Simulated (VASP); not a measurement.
A run of VASP 6.6.1 is set up as follows.

INCAR

```
SYSTEM = Cd
  ALGO = Normal
  EDIFF = 1E-7
  ENCUT = 520
  GGA = PE
  ISIF = 2
  ISMEAR = -1
  LASPH = .True.
  LCHARG = .False.
  LREAL = .False.
  LWAVE = .False.
  NBANDS = 12
  NELM = 60
  PREC = Accurate
  SIGMA = 0.05
```

KPOINTS

```
k-points
0
Gamma
  15 15 15
  0 0 0
```

The input POSCAR:

```
Cd
1.0
    0.0000000000      2.1731133212      2.1731133212
    2.1731133212      0.0000000000      2.1731133212
    2.1731133212      2.1731133212      0.0000000000
Cd
1
Direct
    0.0000000000      0.0000000000      0.0000000000
```

Potentials or basis: VASP PAW PBE potentials, release 64 (Cd).

Run with:

```sh
$ cat potpaw_PBE.64/Cd/POTCAR > POTCAR
$ mpirun -np 1 vasp_std > vasp.out
```

(1) What does it give for the pressure?

(2) What does it give for the band gap on the k mesh?

## Answers

(1) 6.5 GPa.

(2) zero (bands 6 and 7 overlap by 2.65 eV).

Caveat: the cell stands under pressure.
